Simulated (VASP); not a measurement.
TiAl30 (a cell with a defect): single point with r2SCAN

System: TiAl30 (a cell with a defect).

```
CELL_PARAMETERS angstrom
8.10000 0.00000 0.00000
0.00000 8.10000 0.00000
0.00000 0.00000 8.10000
ATOMIC_POSITIONS crystal
Al 0.50007 0.00407 0.00401
Al 0.74769 0.25164 0.00352
Al 0.74734 0.00339 0.25184
Al 0.25242 0.25161 0.00353
Al 0.50008 0.49494 0.99599
Al 0.73418 0.74877 0.00527
Al 0.25277 0.00340 0.25179
Al 0.50001 0.25193 0.25186
Al 0.74677 0.49893 0.25346
Al 0.50005 0.99578 0.49488
Al 0.74627 0.25342 0.49891
Al 0.73403 0.00550 0.74847
Al 0.00007 0.49965 0.99702
Al 0.26605 0.74869 0.00535
Al 0.00003 0.25297 0.25324
Al 0.25337 0.49891 0.25347
Al 0.50006 0.74645 0.25392
Al 0.00005 0.99728 0.49923
Al 0.25384 0.25341 0.49893
Al 0.50001 0.50151 0.50149
Al 0.75227 0.74972 0.50282
Al 0.26613 0.00555 0.74846
Al 0.50003 0.25392 0.74665
Al 0.75206 0.50273 0.74974
Al 0.00007 0.75702 0.23004
Al 0.00001 0.50191 0.50227
Al 0.24787 0.74976 0.50283
Al 0.00005 0.23011 0.75678
Al 0.24806 0.50278 0.74976
Al 0.50006 0.74530 0.74527
Ti 0.00019 0.78019 0.77971
```

| Item | Value |
| --- | --- |
| Program | VASP 6.6.1 |
| Task | single point |
| Functional | r2SCAN |
| Potentials or basis | VASP PAW PBE potentials, release 64 (Al, Ti_sv) |
| Cutoff | 520 eV |
| k mesh | 2 × 2 × 2 |
| Occupations | gaussian, width 0.05 eV |
| Spin | no spin polarisation |
| Dipole correction | no |
| Further INCAR settings | LREAL = Auto; ALGO = Normal; EDIFF = 1e-07; NBANDS = 72 |

```json
{
 "Pressure": "-4.4 GPa",
 "Largest force": "0.883 eV/Å",
 "Band gap on the k mesh": "zero (bands 51 and 52 overlap by 0.52 eV)"
}
```

Forces on the atoms (eV/Å):
```
Al   0.000 -0.004 -0.003
Al  -0.045  0.043  0.039
Al  -0.039  0.040  0.038
Al   0.045  0.044  0.039
Al   0.000  0.056  0.015
Al   0.091  0.064 -0.026
Al   0.040  0.040  0.039
Al   0.001  0.044  0.044
Al   0.013  0.043  0.017
Al   0.001  0.016  0.058
Al   0.020  0.016  0.043
Al   0.095 -0.030  0.069
Al   0.000 -0.077  0.052
Al  -0.092  0.066 -0.027
Al   0.001  0.016  0.013
Al  -0.013  0.043  0.016
Al   0.000 -0.019 -0.027
Al   0.000  0.047 -0.072
Al  -0.022  0.016  0.043
Al   0.001  0.028  0.028
Al  -0.018  0.032  0.009
Al  -0.094 -0.029  0.069
Al   0.001 -0.025 -0.019
Al  -0.014  0.012  0.033
Al   0.000 -0.002 -0.007
Al   0.001  0.067  0.066
Al   0.017  0.031  0.007
Al   0.000 -0.009  0.000
Al   0.015  0.010  0.033
Al   0.000  0.042  0.042
Ti  -0.003 -0.620 -0.629
```

Stress tensor (GPa, compression positive):
```
-4.36  0.00  0.00
 0.00 -4.42  0.23
 0.00  0.23 -4.44
```

Levels at points of the mesh, in eV from the Fermi level:
| k point | band 49 | band 50 | band 51 | band 52 | band 53 | band 54 |
| --- | --- | --- | --- | --- | --- | --- |
| (0.00, 0.00, 0.00) | -0.19 | 0.04 | 0.32 | 0.40 | 0.44 | 0.54 |
| (0.50, 0.00, 0.00) | -0.22 | -0.17 | -0.17 | -0.12 | 0.13 | 0.35 |
| (0.00, 0.50, 0.00) | -0.19 | -0.13 | -0.08 | -0.02 | 0.08 | 0.36 |
| (0.00, 0.00, 0.50) | -0.19 | -0.13 | -0.08 | -0.02 | 0.08 | 0.36 |
| (0.50, 0.50, 0.00) | -0.25 | -0.01 | 0.13 | 0.52 | 0.53 | 0.54 |
| (0.00, 0.50, 0.50) | -0.14 | 0.03 | 0.17 | 0.36 | 0.47 | 0.62 |
| (0.50, 0.00, 0.50) | -0.25 | -0.01 | 0.13 | 0.52 | 0.53 | 0.54 |
| (0.50, 0.50, 0.50) | -0.43 | -0.40 | -0.37 | -0.21 | -0.16 | -0.15 |

Run time: 20 min on 1 thread of Oxide Virtual Turin-like Processor, with other jobs on the host, peak memory 0.62 GiB.

Caveat: the k points lie up to 0.39 Å⁻¹ apart, too coarse for converged energies and pressures of a metal; the PAW data sets were made with another functional, which shifts forces and pressure a little.
